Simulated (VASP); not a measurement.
# Au (Fm-3m) in VASP: single point with PBE

Aim: the single point of Au with PBE.

All numbers are computed with VASP 6.6.1; they aren't measurements. Logs are shortened: lines on timing, memory, paths and dates and some standing lists are left out, and cuts for length are marked.

**1. The cell of the first run**

Symmetry: Fm-3m, No. 225, cubic system. Conventional cell: a = 4.158 Å, b = 4.158 Å, c = 4.158 Å, α = 90.00°, β = 90.00°, γ = 90.00°. Au (site symmetry m-3m) has 12 Au at 2.94 Å within 3.9 Å.

**2. Single point, PBE**

Input file INCAR:

```
PREC = Accurate
ENCUT = 520
EDIFF = 1E-6
ISMEAR = -1
SIGMA = 0.05
LREAL = False
LASPH = True
NELM = 80
ALGO = Normal
ISIF = 2
LWAVE = False
LCHARG = False
GGA = PE
NBANDS = 24
```

Input file KPOINTS:

```
Automatic mesh
0
Gamma
  13 13 5
```

Input file POSCAR:

```
Au
1.0
    0.0000000000      2.0789639816     -2.0789639816
   -2.0789639816      0.0000000000      2.0789639816
    4.1579279633      4.1579279633      4.1579279633
Au
3
Direct
    0.0000000000      0.0000000000      0.0000000000
    0.3333333330      0.6666666670      0.3333333330
    0.6666666670      0.3333333330      0.6666666670
```

Potentials or basis: VASP PAW PBE potentials, release 64 (Au).

Command:

```
$ cat potpaw_PBE.64/Au/POTCAR > POTCAR
$ mpirun -np 1 vasp_std > vasp.out
```

OUTCAR:

```text
PREC = Accurate
   ENCUT = 520
   EDIFF = 1E-6
   ISMEAR = -1
   LREAL = False
   LASPH = True
   NELM = 80
   ISIF = 2
   GGA = PE

 ion  position               nearest neighbor table
   1  0.000  0.000  0.000-   2 2.94   3 2.94   3 2.94   2 2.94   3 2.94   2 2.94
   2  0.333  0.667  0.333-   1 2.94   1 2.94   1 2.94   3 2.94   3 2.94   3 2.94
   3  0.667  0.333  0.667-   1 2.94   1 2.94   1 2.94   2 2.94   2 2.94   2 2.94

  LATTYP: Found a hexagonal cell.
 ALAT       =     2.9400990585
 C/A-ratio  =     2.4494897428

  Lattice vectors:

 A1 = (   0.0000000000,   2.0789639816,  -2.0789639816)
 A2 = (  -2.0789639816,   0.0000000000,   2.0789639816)
 A3 = (   4.1579279633,   4.1579279633,   4.1579279633)

Analysis of symmetry for initial positions (statically):
=====================================================================
 Subroutine PRICEL returns following result:

  LATTYP: Found a face centered cubic cell.
 ALAT       =     4.1579279591

  Lattice vectors:

 A1 = (   2.0789639796,   2.0789639796,   0.0000000000)
 A2 = (  -0.0000000020,   2.0789639796,   2.0789639816)
 A3 = (   2.0789639858,   0.0000000042,   2.0789639816)

   3 primitive cells build up your supercell.

 Routine SETGRP: Setting up the symmetry group for a
 hexagonal supercell.

 Subroutine GETGRP returns: Found 12 space group operations
 (whereof 12 operations were pure point group operations)
 out of a pool of 24 trial point group operations.

The static configuration has the point symmetry D_3d.

Analysis of symmetry for dynamics (positions and initial velocities):
=====================================================================
 Subroutine PRICEL returns following result:

  LATTYP: Found a face centered cubic cell.
 ALAT       =     4.1579279591

  Lattice vectors:

 A1 = (   2.0789639796,   2.0789639796,   0.0000000000)
 A2 = (  -0.0000000020,   2.0789639796,   2.0789639816)
 A3 = (   2.0789639858,   0.0000000042,   2.0789639816)

   3 primitive cells build up your supercell.

 Routine SETGRP: Setting up the symmetry group for a
 hexagonal supercell.

 Subroutine GETGRP returns: Found 12 space group operations
 (whereof 12 operations were pure point group operations)
 out of a pool of 24 trial point group operations.

The dynamic configuration has the point symmetry D_3d.

 Subroutine INISYM returns: Found 12 space group operations
 (whereof 12 operations are pure point group operations),
 and found     3 'primitive' translations

----------------------------------------------------------------------------------------

                                     Primitive cell

  volume of cell :      17.9709

  direct lattice vectors                    reciprocal lattice vectors
     2.078963980  2.078963980  0.000000000     0.240504407  0.240504408 -0.240504408
    -0.000000002  2.078963980  2.078963982    -0.240504407  0.240504407  0.240504407
     2.078963986  0.000000004  2.078963982     0.240504407 -0.240504407  0.240504407

  length of vectors
     2.940099056  2.940099057  2.940099061     0.416565853  0.416565853  0.416565853

  position of ions in fractional coordinates (direct lattice)
     0.000000000  0.000000000  0.000000000

  ion indices of the primitive-cell ions
   primitive index   ion index
                 1           1

----------------------------------------------------------------------------------------

 KPOINTS: Automatic mesh

Automatic generation of k-mesh.
 Grid dimensions read from file:
 generate k-points for:   13   13    5

 Generating k-lattice:

  Cartesian coordinates                     Fractional coordinates (reciprocal lattice)
    -0.012333559  0.024667119 -0.012333559     0.076923077  0.000000000  0.000000000
    -0.024667119  0.012333559  0.012333559     0.000000000  0.076923077  0.000000000
     0.016033627  0.016033627  0.016033627     0.000000000  0.000000000  0.200000000

  Length of vectors
     0.030210927  0.030210927  0.027771057

  Shift w.r.t. Gamma in fractional coordinates (k-lattice)
     0.000000000  0.000000000  0.000000000

 Subroutine IBZKPT returns following result:
 ===========================================

 Found     91 irreducible k-points:

 Following reciprocal coordinates:
            Coordinates               Weight
  0.000000  0.000000  0.000000      1.000000
  0.076923  0.000000  0.000000      6.000000
  0.153846  0.000000  0.000000      6.000000
  0.230769  0.000000  0.000000      6.000000
  0.307692  0.000000  0.000000      6.000000
  0.384615  0.000000  0.000000      6.000000
[... 16 lines left out ...]
  0.076923  0.000000  0.200000      6.000000
  0.000000  0.076923  0.200000      6.000000
 [... further k-points ...]
   k-points           NKPTS =     91   k-points in BZ     NKDIM =     91   number of bands    NBANDS=     24
   number of dos      NEDOS =    301   number of ions     NIONS =      3
   total plane-waves  NPLWV =  31104
   dimension x,y,z NGX =    24 NGY =   24 NGZ =   54
   dimension x,y,z NGXF=    48 NGYF=   48 NGZF=  108
   ions per type =               3
   NGX,Y,Z   is equivalent  to a cutoff of  13.57, 13.57, 12.47 a.u.
   NGXF,Y,Z  is equivalent  to a cutoff of  27.14, 27.14, 24.93 a.u.
 SYSTEM =  unknown system
   PREC   = accura    normal or accurate (medium, high low for compatibility)
   ISTART =      0    job   : 0-new  1-cont  2-samecut
   ICHARG =      2    charge: 1-file 2-atom 10-const
   ISPIN  =      1    spin polarized calculation?
   LNONCOLLINEAR =      F non collinear calculations
   LSORBIT =      F    spin-orbit coupling
   LASPH  =      T    aspherical Exc in radial PAW
   ENCUT  =  520.0 eV  38.22 Ry    6.18 a.u.   5.47  5.47 13.39*2*pi/ulx,y,z
   NELM   =     80;   NELMIN=  2; NELMDL= -5     # of ELM steps
   EDIFF  = 0.1E-05   stopping-criterion for ELM
   LREAL  =      F    real-space projection
   EDIFFG = 0.1E-04   stopping-criterion for IOM
   NSW    =      0    number of steps for IOM
   IBRION =     -1    ionic relax: 0-MD 1-quasi-New 2-CG
   NFREE  =      0    steps in history (QN), initial steepest desc. (CG)
   ISIF   =      2    stress and relaxation
   ISYM   =      2    0-nonsym 1-usesym 2-fastsym
   POTIM  = 0.5000    time-step for ionic-motion
   TEBEG  =    0.0;   TEEND  =   0.0 temperature during run
   PSTRESS=    0.0 pullay stress
   NELECT =      33.0000    total number of electrons
   NUPDOWN=      -1.0000    fix difference up-down
   EMIN   =  10.00;   EMAX   =-10.00  energy-range for DOS
   EFERMI =   0.00;   METHOD = LEGACY
   ISMEAR =    -1;   SIGMA  =   0.05  broadening in eV -4-tet -1-fermi 0-gaus
   EFERMI_NEDOS =   21; number of points for ismear=-14 and -15
   IALGO  =     38    algorithm
   IMIX   =      4    mixing-type and parameters
     AMIX     =   0.40;   BMIX     =  1.00
     AMIX_MAG =   1.60;   BMIX_MAG =  1.00
  volume/ion in A,a.u.               =      17.97       121.27
  Fermi-wavevector in a.u.,A,eV,Ry     =   1.390002  2.626723 26.287893  1.932106
  Thomas-Fermi vector in A             =   2.513979
   LORBIT       =      0    0 simple, 1 ext, 2 COOP (PROOUT), +10 PAW based schemes
   GGA     = PE    functional components
[... 5 lines left out ...]
 non-spin polarized calculation
  energy-cutoff  :      520.00
  volume of cell :       53.91
 maximum number of plane-waves:      1515
 NGX is ok and might be reduce to    24
   NGX = 11   NGY = 11   NGZ = 27

 number of electron      33.0000002 magnetization

 Free energy of the ion-electron system (eV)
  ---------------------------------------------------
  ext. energy  EPLUGINS =         0.00000000
  ---------------------------------------------------
  free energy    TOTEN  =        -9.67042679 eV

  energy without entropy =       -9.66355355  energy(sigma->0) =       -9.66699017

 E-fermi :   8.6883     XC(G=0): -12.4016

 val. band max:        8.6856002705   @ k =   0.3077   0.0769   0.0000
 cond. band min:       8.7049640579   @ k =   0.0000   0.4615   0.4000
 fundamental gap:      0.0193637874
 Fermi energy:         8.6883432087

 k-point     1 :       0.0000    0.0000    0.0000
  band No.  band energies     occupation
      1      -0.6937      2.00000
      2       1.6126      2.00000
      3       1.6126      2.00000
      4       4.1917      2.00000
      5       4.1917      2.00000
      6       4.1948      2.00000
[... 16 lines left out ...]
     23      23.4631      0.00000
     24      26.8889      0.00000

 k-point     2 :       0.0769    0.0000    0.0000
  band No.  band energies     occupation
      1      -0.5189      2.00000
      2       1.7681      2.00000
      3       1.7761      2.00000
      4       4.1295      2.00000
      5       4.2527      2.00000
      6       4.2549      2.00000
[... 16 lines left out ...]
     23      23.5756      0.00000
     24      25.1045      0.00000

 k-point     3 :       0.1538    0.0000    0.0000
  band No.  band energies     occupation
      1      -0.0158      2.00000
      2       2.1525      2.00000
      3       2.2391      2.00000
      4       3.8801      2.00000
      5       3.9756      2.00000
      6       3.9871      2.00000
[... 16 lines left out ...]
     23      23.5246      0.00000
     24      23.6213      0.00000

 k-point     4 :       0.2308    0.0000    0.0000
  band No.  band energies     occupation
      1       0.7345      2.00000
      2       2.4532      2.00000
      3       2.8190      2.00000
      4       3.2591      2.00000
      5       3.7146      2.00000
      6       3.8271      2.00000
[... 16 lines left out ...]
     23      21.7208      0.00000
     24      21.9344      0.00000

 k-point     5 :       0.3077    0.0000    0.0000
  band No.  band energies     occupation
      1       1.5260      2.00000
      2       2.3954      2.00000
      3       2.7797      2.00000
      4       2.8814      2.00000
      5       3.8048      2.00000
      6       3.8525      2.00000
[... 451 lines left out ...]
 k-point    22 :       0.0000    0.0000    0.2000
  band No.  band energies     occupation
      1      -0.5460      2.00000
      2       1.1860      2.00000
      3       1.7496      2.00000
      4       4.1499      2.00000
      5       4.1833      2.00000
      6       4.2285      2.00000
[... 16 lines left out ...]
     23      24.0386      0.00000
     24      25.9074      0.00000

 k-point    23 :       0.0769    0.0000    0.2000
  band No.  band energies     occupation
      1      -0.3722      2.00000
      2       1.3521      2.00000
      3       1.8951      2.00000
      4       3.9913      2.00000
      5       4.0397      2.00000
      6       4.1372      2.00000
[... 16 lines left out ...]
     23      23.7689      0.00000
     24      24.9157      0.00000

 k-point    24 :       0.0000    0.0769    0.2000
  band No.  band energies     occupation
      1      -0.3740      2.00000
      2       1.3478      2.00000
      3       1.9017      2.00000
      4       3.9577      2.00000
      5       4.0876      2.00000
      6       4.1631      2.00000
[... 16 lines left out ...]
     23      24.1364      0.00000
     24      24.5189      0.00000

 [... further k-points ...]
[... 5 lines left out ...]
  --------------------------------------------------------------------------------------
  -------------------------------------------------------------------------------------
  Total       -0.1489478     -0.1489478     -0.1489478      0.1212257      0.1212257      0.1212257
  in kB       -4.4264181     -4.4264181     -4.4264181      3.6025766      3.6025766      3.6025766
  external PRESSURE =      -4.4264181 kB  Pullay stress =       0.0000000 kB

 VOLUME and BASIS-vectors are now :
 -----------------------------------------------------------------------------
  energy-cutoff  :      520.00
  volume of cell :       53.91
      direct lattice vectors                 reciprocal lattice vectors
     0.000000000  2.078963982 -2.078963982    -0.160336271  0.320672543 -0.160336271
    -2.078963982  0.000000000  2.078963982    -0.320672543  0.160336271  0.160336271
     4.157927963  4.157927963  4.157927963     0.080168136  0.080168136  0.080168136

 POSITION                                       TOTAL-FORCE (eV/Angst)
 -----------------------------------------------------------------------------------
      0.00000      0.00000      0.00000        -0.000000      0.000000      0.000000
     -0.00000      2.07896      2.07896        -0.000000      0.000000      0.000000
      2.07896      4.15793      2.07896         0.000000     -0.000000     -0.000000
 -----------------------------------------------------------------------------------
    total drift:                               -0.000000     -0.000000     -0.000000

  FREE ENERGIE OF THE ION-ELECTRON SYSTEM (eV)
  ---------------------------------------------------
  free  energy   TOTEN  =        -9.6704267899 eV

  energy  without entropy=       -9.6635535498  energy(sigma->0) =       -9.66699017
```

Wall time 2.8 min (1 thread of AMD EPYC 7R13, shared host); peak memory 0.21 GiB.

What came out:

* Free energy: -9.6704 eV
* Pressure: -0.4 GPa

Caveat: spin-orbit coupling is left out, which moves the levels of the heavy elements.
